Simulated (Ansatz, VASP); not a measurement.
# Pt: VASP beside Ansatz

File INCAR:

```
PREC     = Accurate       # precision mode
ENCUT    = 520            # plane-wave cutoff, eV
EDIFF    = 1E-7           # SCF threshold, eV
ISMEAR   = 0              # smearing method
SIGMA    = 0.15           # smearing width, eV
LREAL    = F              # projectors in reciprocal space
LASPH    = T              # aspherical terms in the spheres
NELM     = 80             # most SCF steps
ALGO     = Normal         # electronic algorithm
ISIF     = 2              # what is computed and relaxed
LWAVE    = F              # write WAVECAR
LCHARG   = F              # write CHGCAR
GGA      = PS             # functional
NBANDS   = 11             # bands
```

Contents of KPOINTS:

```
Automatic mesh
0
Gamma
  20 20 20
```

POSCAR

```
Pt
1.0
    0.0000000000      1.9089525000      2.0557950000
    1.9089525000      0.0000000000      2.0557950000
    1.9089525000      1.9089525000      0.0000000000
Pt
1
Direct
    0.0000000000      0.0000000000      0.0000000000
```

Input for Ansatz:

```yaml
crystal:
  lattice:
    - [0.0, 1.9089525, 2.055795]
    - [1.9089525, 0.0, 2.055795]
    - [1.9089525, 1.9089525, 0.0]
  atoms:
    - { symbol: Pt, position: [0.0, 0.0, 0.0] }
basis:
  ecutwfc: 420
kpoints:
  mp_grid: { grid: [20, 20, 20] }
hamiltonian:
  xc: pbesol
scf:
  occupations: { method: gaussian, width: 0.15 }
output:
  forces: true
  stress: true
  eigenvalues: true
```

Change from the starting cell: strain -0.025 along x and y, +0.050 along z, atoms carried along.

Alike in both runs: task single point; functional PBEsol; k mesh 20 × 20 × 20; occupations gaussian, width 0.15 eV; no spin polarisation.

|  | VASP | Ansatz |
| --- | --- | --- |
| version | VASP 6.6.1 | Ansatz 0.2.0 |
| potentials or method | VASP PAW PBE potentials, release 64 (Pt), cutoff 520 eV | scalar-relativistic, plane waves, PAW |
| valence electrons in the cell | 10 | 18 |

Ansatz gave:

```
gap on the k mesh at the Fermi level (eV)                     : none
pressure (GPa)                                                : 1.9
traceless stress, the component that is largest in VASP (GPa) : -6.40
```

What did VASP give for the same quantities?

gap on the k mesh at the Fermi level (eV): none; pressure (GPa): 1.5; traceless stress, the component that is largest in VASP (GPa): -6.37.

VASP's potentials were made for PBE, not for PBEsol. A gap of «none» marks a metal or a gap that the smearing closes. The functional is the same, so the differences come from potentials, cutoffs and numerics. VASP's potentials hold 10 valence electrons a cell and Ansatz's 18, so a difference there can come from the potentials and not from the codes.

Neither program's run includes spin-orbit coupling.
